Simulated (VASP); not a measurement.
The system is Re.

```xyz
2
Lattice="2.7608 0.0000 0.0000 -1.3804 2.3909 0.0000 0.0000 0.0000 4.4582" Properties=species:S:1:pos:R:3 pbc="T T T"
Re    1.3804    0.7970    3.3436
Re    0.0000    1.5939    1.1145
```

| Quantity | Value |
| --- | --- |
| Program | VASP 6.6.1 |
| Task | relaxation of cell and atoms |
| Functional | revPBE |
| Dispersion | D3(BJ) |
| Potentials or basis | VASP PAW PBE potentials, release 64 (Re) |
| Cutoff | 600 eV |
| k mesh | 11 × 11 × 6 |
| Occupations | fermi-dirac, width 0.05 eV |
| Spin | no spin polarisation |

At the start: pressure -4.9 GPa; volume 14.71 Å³/atom.

Problem. Where does the relaxation end?

Solution. Over 4 steps the energy falls by 2.9 meV/atom and the volume is 14.53 Å³/atom (-1.3 %); space group P6_3/mmc (No. 194, to 0.1 Å) before and after.

Step by step:
```tsv
step	energy change (eV)	largest force (eV/Å)	pressure (GPa)	volume (Å³)
1	0.0000	0.0000	-4.90	29.43
2	0.1000	0.0000	23.71	27.55
3	-0.0058	0.0000	-0.10	29.06
4	-0.0058	0.0000	-0.03	29.06
```

Final structure:
```
Re
1.0
     2.74894    0.00000    0.00000
    -1.37447    2.38065    0.00000
     0.00000    0.00000    4.44008
Re
2
Direct
  0.66667 0.33333 0.75000
  0.33333 0.66667 0.25000
```

Caveat: the dispersion term is far too large for a dense solid, which distorts pressure and volume; the PAW data sets were made with another functional, which shifts forces and pressure a little.
